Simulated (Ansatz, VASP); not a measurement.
Two plane-wave programs on Zr

```
CELL_PARAMETERS angstrom
0.00000 3.09982 3.09982
3.09982 0.00000 3.09982
3.09982 3.09982 0.00000
ATOMIC_POSITIONS crystal
Zr 0.50000 0.50000 0.50000
Zr 0.75000 0.75000 0.75000
```

Alike in both runs: functional r2SCAN; k mesh 6 × 6 × 6; occupations gaussian, width 0.1 eV; no spin polarisation.

Ansatz relaxed the structure, and its values are those at the end. VASP's run is a single point on that final structure, the one shown.

```csv
,VASP,Ansatz
version,VASP 6.6.1,Ansatz 0.2.0
potentials or method,"VASP PAW PBE potentials, release 64 (Zr_sv), cutoff 520 eV","scalar-relativistic, plane waves, PAW"
valence electrons in the cell,24,24
```

Ansatz gave:

- gap on the k mesh at the Fermi level (eV): none
- pressure (GPa): -0.3

What did VASP give for the same quantities?

gap on the k mesh at the Fermi level (eV): none; pressure (GPa): -0.2.

VASP's potentials were made for PBE, not for r2SCAN. A gap of «none» marks a metal or a gap that the smearing closes.
